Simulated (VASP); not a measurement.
A run of VASP 6.6.1 is set up as follows.

File INCAR:

```
SYSTEM = Ta
ALGO     = Normal         ! electronic algorithm
EDIFF    = 1E-7           ! SCF threshold, eV
ENCUT    = 520            ! plane-wave cutoff, eV
GGA      = CA             ! functional
ISIF     = 2              ! what is computed and relaxed
ISMEAR   = -1             ! smearing method
LASPH    = .True.         ! aspherical terms in the spheres
LCHARG   = .False.        ! write CHGCAR
LREAL    = .False.        ! projectors in reciprocal space
LWAVE    = .False.        ! write WAVECAR
NBANDS   = 12             ! bands
NELM     = 100            ! most SCF steps
PREC     = Accurate       ! precision mode
SIGMA    = 0.08           ! smearing width, eV
```

The input KPOINTS:

```
k-points
0
Gamma
  17 17 17
  0 0 0
```

Contents of POSCAR:

```
Ta
1.0
    0.0000000000      2.0129175000      2.0129175000
    2.0129175000      0.0000000000      2.0129175000
    2.0129175000      2.0129175000      0.0000000000
Ta
1
Direct
    0.0000000000      0.0000000000      0.0000000000
```

Potentials or basis: VASP PAW LDA potentials, release 64 (Ta_pv).

Launch:

```console
$ cat potpaw_LDA.64/Ta_pv/POTCAR > POTCAR
$ mpirun -np 1 vasp_std > vasp.out
```

(1) Estimate the pressure.

Results:

(1) 22.1 GPa.
